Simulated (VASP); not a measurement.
Ni:

```
CELL_PARAMETERS angstrom
2.49176 0.00000 0.00000
-1.24588 2.15792 0.00000
0.00000 0.00000 8.13807
ATOMIC_POSITIONS crystal
Ni 0.00000 0.00000 0.00000
Ni 0.00000 0.00000 0.50000
Ni 0.33333 0.66667 0.25000
Ni 0.66667 0.33333 0.75000
```

This isn't the form of Ni at room conditions, which is fcc.

```yaml
Program: VASP 6.6.1
Task: relaxation of cell and atoms
Functional: BLYP
Potentials_or_basis: VASP PAW PBE potentials, release 64 (Ni)
Cutoff: 600 eV
k_mesh: 14 × 14 × 4
Occupations: fermi-dirac, width 0.05 eV
Spin: collinear spin, ferromagnetic start
Starting_moments: "[0.8, 0.8, 0.8, 0.8] μB"
```

At the start: pressure 8.6 GPa; volume 10.94 Å³/atom.

Task: How do energy, volume and symmetry change on relaxing?

Result: Over 6 steps the energy falls by 13.4 meV/atom and the volume is 11.45 Å³/atom (+4.7 %); space group P6_3/mmc (No. 194, to 0.1 Å) before and after; moment 2.39 μB per cell.

The path:
```
step  energy change (eV)  largest force (eV/Å)  pressure (GPa)  volume (Å³)
   1              0.0000                0.0000            8.58        43.76
   2             -0.0226                0.0000           -5.45        47.57
   3             -0.0536                0.0000           -0.07        45.85
   4             -0.0536                0.0000            0.12        45.81
   5             -0.0536                0.0000            0.09        45.81
   6             -0.0537                0.0000            0.09        45.80
```

Final structure:
```cif
data_structure
_symmetry_space_group_name_H-M 'P 1'
_symmetry_Int_Tables_number 1
_cell_length_a 2.5264
_cell_length_b 2.5264
_cell_length_c 8.2865
_cell_angle_alpha 90.000
_cell_angle_beta 90.000
_cell_angle_gamma 120.000
_cell_volume 45.80
loop_
_atom_site_label
_atom_site_type_symbol
_atom_site_fract_x
_atom_site_fract_y
_atom_site_fract_z
_atom_site_occupancy
Ni1 Ni 0.00000 0.00000 0.00000 1
Ni2 Ni 0.00000 0.00000 0.50000 1
Ni3 Ni 0.33333 0.66667 0.25000 1
Ni4 Ni 0.66667 0.33333 0.75000 1
```

Caveat: the PAW data sets were made with another functional, which shifts forces and pressure a little.
